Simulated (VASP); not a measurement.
# NaCl in VASP: settings compared

NaCl is run at these levels: PBE, r2SCAN; tasks: single point.

Everything below comes from runs of VASP 6.6.1. Logs are shortened: lines on timing, memory, paths and dates and some standing lists are left out, and cuts for length are marked.

### 1 The cell of the first run

The typed cell holds 4 atoms: a = 4.874 Å, b = 4.874 Å, c = 5.769 Å, α = 90.00°, β = 90.00°, γ = 120.00°.

### 2 Single point, PBE (29.67 Å³/atom)

The input, INCAR:

```
PREC = Accurate ; ENCUT = 520
EDIFF = 1E-7 ; ISMEAR = 0
SIGMA = 0.01 ; LREAL = F
LASPH = T ; NELM = 80
ALGO = Normal ; ISIF = 2
LWAVE = F ; LCHARG = T
GGA = PE ; LELF = T
LVHAR = T ; NBANDS = 22
```

The input, KPOINTS:

```
regular mesh
0
Gamma
  6 6 4
```

The input, POSCAR:

```
NaCl
1.0
    4.8736919332      0.0000000000      0.0000000000
   -2.4368459666      4.2207410244      0.0000000000
    0.0000000000      0.0000000000      5.7690334458
Na Cl
2 2
Direct
    0.3333333333      0.6666666667     -0.0625106965
    0.6666666667      0.3333333333      0.4374893035
    0.3333333333      0.6666666667      0.4375106965
    0.6666666667      0.3333333333      0.9375106965
```

Potentials or basis: VASP PAW PBE potentials, release 64 (Na_pv, Cl).

On the command line:

```
cat potpaw_PBE.64/Na_pv/POTCAR potpaw_PBE.64/Cl/POTCAR > POTCAR
mpirun -np 1 vasp_std > vasp.out
```

OUTCAR:

```text
PREC = Accurate
   ENCUT = 520
   EDIFF = 1E-7
   ISMEAR = 0
   LREAL = F
   LASPH = T
   NELM = 80
   ISIF = 2
   GGA = PE

 ion  position               nearest neighbor table
   1  0.333  0.667  0.937-
   2  0.667  0.333  0.437-
   3  0.333  0.667  0.438-
   4  0.667  0.333  0.938-

  LATTYP: Found a hexagonal cell.
 ALAT       =     4.8736919332
 C/A-ratio  =     1.1837090905

  Lattice vectors:

 A1 = (   4.8736919332,   0.0000000000,   0.0000000000)
 A2 = (  -2.4368459666,   4.2207410244,   0.0000000000)
 A3 = (   0.0000000000,   0.0000000000,   5.7690334458)

Analysis of symmetry for initial positions (statically):
=====================================================================
 Subroutine PRICEL returns:
 Original cell was already a primitive cell.

 Routine SETGRP: Setting up the symmetry group for a
 hexagonal supercell.

 Subroutine GETGRP returns: Found 12 space group operations
 (whereof  6 operations were pure point group operations)
 out of a pool of 24 trial point group operations.

The static configuration has the point symmetry C_3v.
 The point group associated with its full space group is C_6v.

Analysis of symmetry for dynamics (positions and initial velocities):
=====================================================================
 Subroutine PRICEL returns:
 Original cell was already a primitive cell.

 Routine SETGRP: Setting up the symmetry group for a
 hexagonal supercell.

 Subroutine GETGRP returns: Found 12 space group operations
 (whereof  6 operations were pure point group operations)
 out of a pool of 24 trial point group operations.

The dynamic configuration has the point symmetry C_3v.
 The point group associated with its full space group is C_6v.

 Subroutine INISYM returns: Found 12 space group operations
 (whereof  6 operations are pure point group operations),
 and found     1 'primitive' translations

----------------------------------------------------------------------------------------

                                     Primitive cell

  volume of cell :     118.6724

  direct lattice vectors                    reciprocal lattice vectors
     4.873691933  0.000000000  0.000000000     0.205183260  0.118462611  0.000000000
    -2.436845967  4.220741024  0.000000000     0.000000000  0.236925221  0.000000000
     0.000000000  0.000000000  5.769033446     0.000000000  0.000000000  0.173339262

  length of vectors
     4.873691933  4.873691933  5.769033446     0.236925221  0.236925221  0.173339262

  position of ions in fractional coordinates (direct lattice)
     0.333333333  0.666666667  0.937489304
     0.666666667  0.333333333  0.437489304
     0.333333333  0.666666667  0.437510696
     0.666666667  0.333333333  0.937510696

  ion indices of the primitive-cell ions
   primitive index   ion index
                 1           1
                 2           2
                 3           3
                 4           4

----------------------------------------------------------------------------------------

 KPOINTS: regular mesh

Automatic generation of k-mesh.
 Grid dimensions read from file:
 generate k-points for:    6    6    4

 Generating k-lattice:

  Cartesian coordinates                     Fractional coordinates (reciprocal lattice)
     0.034197210  0.019743768  0.000000000     0.166666667  0.000000000  0.000000000
     0.000000000  0.039487537  0.000000000     0.000000000  0.166666667  0.000000000
     0.000000000  0.000000000  0.043334816     0.000000000  0.000000000  0.250000000

  Length of vectors
     0.039487537  0.039487537  0.043334816

  Shift w.r.t. Gamma in fractional coordinates (k-lattice)
     0.000000000  0.000000000  0.000000000

 Subroutine IBZKPT returns following result:
 ===========================================

 Found     21 irreducible k-points:

 Following reciprocal coordinates:
            Coordinates               Weight
  0.000000  0.000000  0.000000      1.000000
  0.166667  0.000000  0.000000      6.000000
  0.333333  0.000000  0.000000      6.000000
  0.500000  0.000000  0.000000      3.000000
  0.166667  0.166667  0.000000      6.000000
  0.333333  0.166667  0.000000     12.000000
[... 13 lines left out ...]
  0.333333  0.166667  0.500000     12.000000
  0.333333  0.333333  0.500000      2.000000
   k-points           NKPTS =     21   k-points in BZ     NKDIM =     21   number of bands    NBANDS=     22
   number of dos      NEDOS =    301   number of ions     NIONS =      4
   total plane-waves  NPLWV =  62208
   dimension x,y,z NGX =    36 NGY =   36 NGZ =   48
   dimension x,y,z NGXF=    72 NGYF=   72 NGZF=   96
   ions per type =               2   2
   NGX,Y,Z   is equivalent  to a cutoff of  12.28, 12.28, 13.83 a.u.
   NGXF,Y,Z  is equivalent  to a cutoff of  24.56, 24.56, 27.66 a.u.
 SYSTEM =  unknown system
   PREC   = accura    normal or accurate (medium, high low for compatibility)
   ISTART =      0    job   : 0-new  1-cont  2-samecut
   ICHARG =      2    charge: 1-file 2-atom 10-const
   ISPIN  =      1    spin polarized calculation?
   LNONCOLLINEAR =      F non collinear calculations
   LSORBIT =      F    spin-orbit coupling
   LASPH  =      T    aspherical Exc in radial PAW
   ENCUT  =  520.0 eV  38.22 Ry    6.18 a.u.   9.06  9.06 10.73*2*pi/ulx,y,z
   NELM   =     80;   NELMIN=  2; NELMDL= -5     # of ELM steps
   EDIFF  = 0.1E-06   stopping-criterion for ELM
   LREAL  =      F    real-space projection
   EDIFFG = 0.1E-05   stopping-criterion for IOM
   NSW    =      0    number of steps for IOM
   IBRION =     -1    ionic relax: 0-MD 1-quasi-New 2-CG
   NFREE  =      0    steps in history (QN), initial steepest desc. (CG)
   ISIF   =      2    stress and relaxation
   ISYM   =      2    0-nonsym 1-usesym 2-fastsym
   POTIM  = 0.5000    time-step for ionic-motion
   TEBEG  =    0.0;   TEEND  =   0.0 temperature during run
   PSTRESS=    0.0 pullay stress
   NELECT =      28.0000    total number of electrons
   NUPDOWN=      -1.0000    fix difference up-down
   EMIN   =  10.00;   EMAX   =-10.00  energy-range for DOS
   EFERMI =   0.00;   METHOD = LEGACY
   ISMEAR =     0;   SIGMA  =   0.01  broadening in eV -4-tet -1-fermi 0-gaus
   EFERMI_NEDOS =   21; number of points for ismear=-14 and -15
   IALGO  =     38    algorithm
   IMIX   =      4    mixing-type and parameters
     AMIX     =   0.40;   BMIX     =  1.00
     AMIX_MAG =   1.60;   BMIX_MAG =  1.00
  volume/ion in A,a.u.               =      29.67       200.21
  Fermi-wavevector in a.u.,A,eV,Ry     =   1.011605  1.911656 13.923445  1.023344
  Thomas-Fermi vector in A             =   2.144664
   LORBIT       =      0    0 simple, 1 ext, 2 COOP (PROOUT), +10 PAW based schemes
   GGA     = PE    functional components
   LHFCALC =     F    Hartree Fock is set to
   AEXX    =    0.0000 exact exchange contribution
   IVDW    =     0    specifies the selected vdW correction
   LEPSILON=     F    determine dielectric tensor
   LRPA    =     F    only Hartree local field effects (RPA)
 non-spin polarized calculation
 Gauss-broadening in eV      SIGMA  =   0.01
  energy-cutoff  :      520.00
  volume of cell :      118.67
 maximum number of plane-waves:      3228
   NGX = 19   NGY = 19   NGZ = 21

 number of electron      27.9999987 magnetization

 Free energy of the ion-electron system (eV)
  ---------------------------------------------------
  ext. energy  EPLUGINS =         0.00000000
  ---------------------------------------------------
  free energy    TOTEN  =       -13.41102763 eV

  energy without entropy =      -13.41102763  energy(sigma->0) =      -13.41102763

 E-fermi :  -2.0212     XC(G=0):  -6.8464

 val. band max:       -2.1296370982   @ k =   0.0000   0.0000   0.0000
 cond. band min:       2.4823720731   @ k =   0.0000   0.0000   0.0000
 fundamental gap:      4.6120091713
 Fermi energy:        -2.0212111293

 k-point     1 :       0.0000    0.0000    0.0000
  band No.  band energies     occupation
      1     -23.1953      2.00000
      2     -23.1953      2.00000
      3     -23.1924      2.00000
      4     -23.1902      2.00000
      5     -23.1902      2.00000
      6     -23.1793      2.00000
[... 14 lines left out ...]
     21       8.6901      0.00000
     22       8.7492      0.00000

 k-point     2 :       0.1667    0.0000    0.0000
  band No.  band energies     occupation
      1     -23.1961      2.00000
      2     -23.1957      2.00000
      3     -23.1916      2.00000
      4     -23.1914      2.00000
      5     -23.1902      2.00000
      6     -23.1800      2.00000
[... 14 lines left out ...]
     21       8.3024      0.00000
     22       8.6323      0.00000

 k-point     3 :       0.3333    0.0000    0.0000
  band No.  band energies     occupation
      1     -23.1977      2.00000
      2     -23.1963      2.00000
      3     -23.1939      2.00000
      4     -23.1901      2.00000
      5     -23.1895      2.00000
      6     -23.1819      2.00000
[... 14 lines left out ...]
     21       8.6780      0.00000
     22       8.8638      0.00000

 k-point     4 :       0.5000    0.0000    0.0000
  band No.  band energies     occupation
      1     -23.1984      2.00000
      2     -23.1967      2.00000
      3     -23.1952      2.00000
      4     -23.1901      2.00000
      5     -23.1879      2.00000
      6     -23.1835      2.00000
[... 14 lines left out ...]
     21       9.0056      0.00000
     22       9.4264      0.00000

 k-point     5 :       0.1667    0.1667    0.0000
  band No.  band energies     occupation
      1     -23.1970      2.00000
      2     -23.1965      2.00000
      3     -23.1932      2.00000
      4     -23.1902      2.00000
      5     -23.1901      2.00000
      6     -23.1814      2.00000
[... 342 lines left out ...]
 k-point    19 :       0.1667    0.1667    0.5000
  band No.  band energies     occupation
      1     -23.1982      2.00000
      2     -23.1982      2.00000
      3     -23.1933      2.00000
      4     -23.1933      2.00000
      5     -23.1840      2.00000
      6     -23.1840      2.00000
[... 14 lines left out ...]
     21       8.6231      0.00000
     22       8.6231      0.00000

 k-point    20 :       0.3333    0.1667    0.5000
  band No.  band energies     occupation
      1     -23.2005      2.00000
      2     -23.2005      2.00000
      3     -23.1937      2.00000
      4     -23.1937      2.00000
      5     -23.1829      2.00000
      6     -23.1829      2.00000
[... 14 lines left out ...]
     21       8.9933      0.00000
     22       8.9933      0.00000

 k-point    21 :       0.3333    0.3333    0.5000
  band No.  band energies     occupation
      1     -23.2011      2.00000
      2     -23.2011      2.00000
      3     -23.1940      2.00000
      4     -23.1940      2.00000
      5     -23.1826      2.00000
      6     -23.1826      2.00000
[... 14 lines left out ...]
     21       9.6894      0.00000
     22       9.6912      0.00000

------------------------ aborting loop because EDIFF is reached ----------------------------------------

  FORCE on cell =-STRESS in cart. coord.  units (eV):
  Direction    XX          YY          ZZ          XY          YZ          ZX
  --------------------------------------------------------------------------------------
  -------------------------------------------------------------------------------------
  Total       -0.6940422     -0.6940422     -0.8010432      0.0000000      0.0000000      0.0000000
  in kB       -9.3701519     -9.3701519    -10.8147553      0.0000000      0.0000000      0.0000000
  external PRESSURE =      -9.8516864 kB  Pullay stress =       0.0000000 kB

 VOLUME and BASIS-vectors are now :
 -----------------------------------------------------------------------------
  energy-cutoff  :      520.00
  volume of cell :      118.67
      direct lattice vectors                 reciprocal lattice vectors
     4.873691933  0.000000000  0.000000000     0.205183260  0.118462611  0.000000000
    -2.436845967  4.220741024  0.000000000     0.000000000  0.236925221  0.000000000
     0.000000000  0.000000000  5.769033446     0.000000000  0.000000000  0.173339262

 POSITION                                       TOTAL-FORCE (eV/Angst)
 -----------------------------------------------------------------------------------
     -0.00000      2.81383      5.40841         0.000000      0.000000      0.000110
      2.43685      1.40691      2.52389        -0.000000     -0.000000      0.000110
     -0.00000      2.81383      2.52401         0.000000      0.000000     -0.000110
      2.43685      1.40691      5.40853        -0.000000     -0.000000     -0.000110
 -----------------------------------------------------------------------------------
    total drift:                               -0.000000      0.000000     -0.000003

  FREE ENERGIE OF THE ION-ELECTRON SYSTEM (eV)
  ---------------------------------------------------
  free  energy   TOTEN  =       -13.4110276294 eV

  energy  without entropy=      -13.4110276294  energy(sigma->0) =      -13.41102763
```

Wall time 23 s (1 thread of Intel Xeon 6975P-C (Granite Rapids), shared host); peak memory 0.24 GiB.

What came out:

| Item | Value |
| --- | --- |
| Free energy | -13.4110 eV |
| Pressure | -1.0 GPa |
| Band gap on the k mesh | 4.61 eV |

A k mesh can miss the band edges.

### 3 Single point, PBE

This run uses another cell than the first one, of 26.88 Å³/atom.

The input, INCAR:

```
PREC = Accurate
ENCUT = 520
EDIFF = 1E-6
ISMEAR = 0
SIGMA = 0.01
LREAL = False
LASPH = True
NELM = 80
ALGO = Normal
ISIF = 2
LWAVE = False
LCHARG = False
GGA = PE
NBANDS = 22
```

The input, KPOINTS:

```
Automatic mesh
0
Gamma
  6 6 6
```

The input, POSCAR:

```
NaCl
1.0
    4.7210750178      0.0000000000      0.0000000000
   -2.3605375089      4.0885708986      0.0000000000
    0.0000000000      0.0000000000      5.5694823948
Na Cl
2 2
Direct
    0.3333333333      0.6666666667     -0.0624973391
    0.6666666667      0.3333333333      0.4375026609
    0.3333333333      0.6666666667      0.4374973391
    0.6666666667      0.3333333333      0.9374973391
```

Potentials or basis: VASP PAW PBE potentials, release 64 (Na_pv, Cl).

On the command line:

```
cat potpaw_PBE.64/Na_pv/POTCAR potpaw_PBE.64/Cl/POTCAR > POTCAR
mpirun -np 1 vasp_std > vasp.out
```

It took 24 s on 1 thread of Intel Xeon 6975P-C (Granite Rapids), shared host; peak memory 0.23 GiB.

It converged, with:

| Item | Value |
| --- | --- |
| Free energy | -13.4193 eV |
| Pressure | 0.8 GPa |
| Band gap on the k mesh | 4.84 eV |

Stress tensor (GPa, compression positive):
```
0.76 0.00 0.00
0.00 0.76 0.00
0.00 0.00 0.98
```

Levels at points of the mesh, in eV from the valence-band top:
```tsv
k point	band 12	band 13	band 14	band 15	band 16	band 17
(0.00, 0.00, 0.00)	-0.32	-0.32	0.00	4.84	7.66	9.79
(0.50, 0.00, 0.00)	-0.79	-0.51	-0.23	7.27	7.60	8.83
(0.00, 0.00, 0.50)	-0.56	-0.56	-0.56	6.62	6.62	9.68
(0.50, 0.00, 0.50)	-0.65	-0.26	-0.26	7.35	7.35	9.88
```

A k mesh can miss the band edges.

### 4 Single point, r2SCAN (25.26 Å³/atom)

This run uses another cell than the first one, of 25.26 Å³/atom.

The input, POSCAR:

```
NaCl
1.0
    4.6246995057      0.0000000000      0.0000000000
   -2.3123497529      4.0051072568      0.0000000000
    0.0000000000      0.0000000000      5.4557875867
Na Cl
2 2
Direct
    0.3333333333      0.6666666667     -0.0624973391
    0.6666666667      0.3333333333      0.4375026609
    0.3333333333      0.6666666667      0.4374973391
    0.6666666667      0.3333333333      0.9374973391
```

The input, INCAR.step1:

```
PREC     = Accurate       # precision mode
ENCUT    = 520            # plane-wave cutoff, eV
ISMEAR   = 0              # smearing method
SIGMA    = 0.01           # smearing width, eV
LREAL    = False          # projectors in reciprocal space
LASPH    = True           # aspherical terms in the spheres
NELM     = 60             # most SCF steps
NBANDS   = 22             # bands
GGA      = PE             # functional
ALGO     = Normal         # electronic algorithm
EDIFF    = 1E-4           # SCF threshold, eV
LWAVE    = True           # write WAVECAR
LCHARG   = False          # write CHGCAR
```

The input, INCAR.step2:

```
PREC     = Accurate       # precision mode
ENCUT    = 520            # plane-wave cutoff, eV
EDIFF    = 1E-6           # SCF threshold, eV
ISMEAR   = 0              # smearing method
SIGMA    = 0.01           # smearing width, eV
LREAL    = False          # projectors in reciprocal space
LASPH    = True           # aspherical terms in the spheres
NELM     = 60             # most SCF steps
ALGO     = Normal         # electronic algorithm
ISIF     = 2              # what is computed and relaxed
LWAVE    = False          # write WAVECAR
LCHARG   = False          # write CHGCAR
METAGGA  = R2SCAN         # meta-GGA
LMIXTAU  = True         
NBANDS   = 22             # bands
ISTART   = 1
```

The input, KPOINTS:

```
regular mesh
0
Gamma
  6 6 4
```

On the command line:

```
cat potpaw_PBE.64/Na_pv/POTCAR potpaw_PBE.64/Cl/POTCAR > POTCAR
cp INCAR.step1 INCAR
mpirun -np 1 vasp_std > vasp.out
cp INCAR.step2 INCAR
mpirun -np 1 vasp_std > vasp.out
```

It took 66 s on 1 thread of Intel Xeon 6975P-C (Granite Rapids), shared host; peak memory 0.24 GiB.

Results (log left out):

```
Free energy            : -27.3173 eV
Pressure               : 1.3 GPa
Largest force          : 0.004 eV/Å
Band gap on the k mesh : 5.61 eV
```

Forces in eV/Å, atoms in the order of the input:
```
Na   0.000  0.000 -0.004
Na   0.000  0.000 -0.004
Cl   0.000  0.000  0.004
Cl   0.000  0.000  0.004
```

Stress tensor (GPa, compression positive):
```
1.28 0.00 0.00
0.00 1.28 0.00
0.00 0.00 1.49
```

Levels at points of the mesh, in eV from the valence-band top:
```csv
k point,band 11,band 12,band 13,band 14,band 15,band 16,band 17,band 18
"(0.00, 0.00, 0.00)",-0.89,-0.39,-0.39,0.00,5.61,8.65,10.60,10.60
"(0.50, 0.00, 0.00)",-1.10,-0.86,-0.58,-0.27,7.77,8.76,9.37,10.15
"(0.00, 0.00, 0.50)",-0.65,-0.65,-0.65,-0.65,7.43,7.43,10.47,10.47
"(0.50, 0.00, 0.50)",-0.74,-0.74,-0.32,-0.32,7.96,7.96,11.19,11.19
```

Caveat: the PAW data sets were made with another functional, which shifts forces and pressure a little.

### 5 Single point, r2SCAN (26.07 Å³/atom)

This run uses another cell than the first one, of 26.07 Å³/atom.

The input, POSCAR:

```
NaCl
1.0
    4.6733841308      0.0000000000      0.0000000000
   -2.3366920654      4.0472693789      0.0000000000
    0.0000000000      0.0000000000      5.5132211503
Na Cl
2 2
Direct
    0.3333333333      0.6666666667     -0.0624973391
    0.6666666667      0.3333333333      0.4375026609
    0.3333333333      0.6666666667      0.4374973391
    0.6666666667      0.3333333333      0.9374973391
```

The input, INCAR.step1:

```
PREC = Accurate
ENCUT = 520
ISMEAR = 0
SIGMA = 0.01
LREAL = False
LASPH = True
NELM = 100
NBANDS = 22
GGA = PE
ALGO = Normal
EDIFF = 1E-4
LWAVE = True
LCHARG = False
```

The input, INCAR.step2:

```
PREC = Accurate
ENCUT = 520
EDIFF = 1E-7
ISMEAR = 0
SIGMA = 0.01
LREAL = False
LASPH = True
NELM = 100
ALGO = Normal
ISIF = 2
LWAVE = False
LCHARG = True
METAGGA = R2SCAN
LMIXTAU = True
LELF = True
LVHAR = True
NBANDS = 22
ISTART = 1
```

KPOINTS is that of step 4.

On the command line:

```
cat potpaw_PBE.64/Na_pv/POTCAR potpaw_PBE.64/Cl/POTCAR > POTCAR
cp INCAR.step1 INCAR
mpirun -np 1 vasp_std > vasp.out
cp INCAR.step2 INCAR
mpirun -np 1 vasp_std > vasp.out
```

It took 88 s on 1 thread of Intel Xeon 6975P-C (Granite Rapids), shared host; peak memory 0.24 GiB.

Results (log left out):

```yaml
Free_energy: -27.3359 eV
Pressure: 0.5 GPa
Largest_force: 0.008 eV/Å
Band_gap_on_the_k_mesh: 5.54 eV
```

Forces on the atoms (eV/Å):
```
Na   0.000  0.000  0.008
Na   0.000  0.000  0.008
Cl   0.000  0.000 -0.008
Cl   0.000  0.000 -0.008
```

Stress tensor (GPa, compression positive):
```
0.49 0.00 0.00
0.00 0.49 0.00
0.00 0.00 0.61
```

Levels at points of the mesh, in eV from the valence-band top:
```
           k point  band 11  band 12  band 13  band 14  band 15  band 16  band 17  band 18
(0.00, 0.00, 0.00)    -0.85    -0.36    -0.36     0.00     5.54     8.57    10.54    10.54
(0.50, 0.00, 0.00)    -1.05    -0.82    -0.55    -0.25     7.75     8.61     9.35     9.99
(0.00, 0.00, 0.50)    -0.61    -0.61    -0.61    -0.61     7.33     7.33    10.43    10.43
(0.50, 0.00, 0.50)    -0.70    -0.70    -0.29    -0.29     7.92     7.92    10.98    10.98
```

Caveat: the PAW data sets were made with another functional, which shifts forces and pressure a little.

[end of part 1 of 2]
